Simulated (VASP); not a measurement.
Set up this calculation in VASP 6.6.1, as the native input.

```
Task                   : single point
Functional             : PBEsol
Potentials or basis    : VASP PAW PBE potentials, release 64 (Si)
Cutoff                 : 520 eV
k mesh                 : 10 × 10 × 10
Occupations            : gaussian, width 0.15 eV
Spin                   : no spin polarisation
Dipole correction      : no
Further INCAR settings : ALGO = Normal; EDIFF = 1e-06; NBANDS = 26
```

The structure of Si lies in POSCAR:

```
Si
1.0
   -3.2456510552      3.2456510552      3.5744355071
    3.2456510552     -3.2456510552      3.5744355071
    3.2456510552      3.2456510552     -3.5744355071
Si
8
Direct
    0.2047947401      0.2047947401      0.2047947401
    0.5000000000      0.0000000000      0.2952052599
    0.2952052599      0.5000000000      0.0000000000
    0.0000000000      0.2952052599      0.5000000000
    0.7952052599      0.7952052599      0.7952052599
    0.5000000000      0.0000000000      0.7047947401
    0.7047947401      0.5000000000      0.0000000000
    0.0000000000      0.7047947401      0.5000000000
```

One way to write it, as run:

INCAR

```
SYSTEM = Si
ALGO = Normal
EDIFF = 1E-6
ENCUT = 520
GGA = PS
ISIF = 2
ISMEAR = 0
LASPH = .TRUE.
LCHARG = .FALSE.
LREAL = .FALSE.
LWAVE = .FALSE.
NBANDS = 26
NELM = 60
PREC = Accurate
SIGMA = 0.15
```

KPOINTS

```
k-points
0
G
  10 10 10
  0 0 0
```

Potentials or basis: VASP PAW PBE potentials, release 64 (Si).

Command:

```sh
$ cat potpaw_PBE.64/Si/POTCAR > POTCAR
$ mpirun -np 1 vasp_std > vasp.out
```

It gave:

- Pressure: -3.8 GPa
- Largest force: 0.524 eV/Å
- Band gap on the k mesh: zero (bands 16 and 17 overlap by 0.33 eV)

Caveat: the cell stands under tension; semilocal functionals underestimate gaps, so a narrow gap can read as zero; the PAW data sets were made with another functional, which shifts forces and pressure a little.

Wall time 4.2 min on 1 thread of Intel(R) Xeon(R) 6975P-C (Granite Rapids), with other jobs on the host, peak memory 0.61 GiB.
